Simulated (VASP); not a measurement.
Runs of VASP 6.6.1 on Cl. The structure is that of space group Fd-3m (No. 227), or close to it. The cells are those of the table. 

| cell | gap on the mesh (eV) | pressure (GPa) |
| --- | --- | --- |
| a = 4.425 Å, angles 60.0°, 2 atoms | none | (b) |
| a = 4.069 Å, angles 60.0°, 2 atoms | none | (a) |
| a = 3.637 Å, angles 60.0°, 2 atoms | none | 52.8 |
| a = 3.377 Å, angles 60.0°, 2 atoms | none | 100.1 |
| a = 3.865 Å, angles 60.0°, 2 atoms | none | 27.6 |

Alike in all rows: task single point; level PBE; potentials or basis VASP PAW PBE potentials, release 64 (Cl); no spin polarisation; k mesh 11 × 11 × 11; cutoff (eV) 520; smearing fermi-dirac 0.1 eV.

Task: Estimate the missing entries.

Result: (a) 14.0; (b) 2.3.

Caveats: the cell stands under pressure (at least some runs).

A gap of «none» marks levels without a gap at the run's occupations.
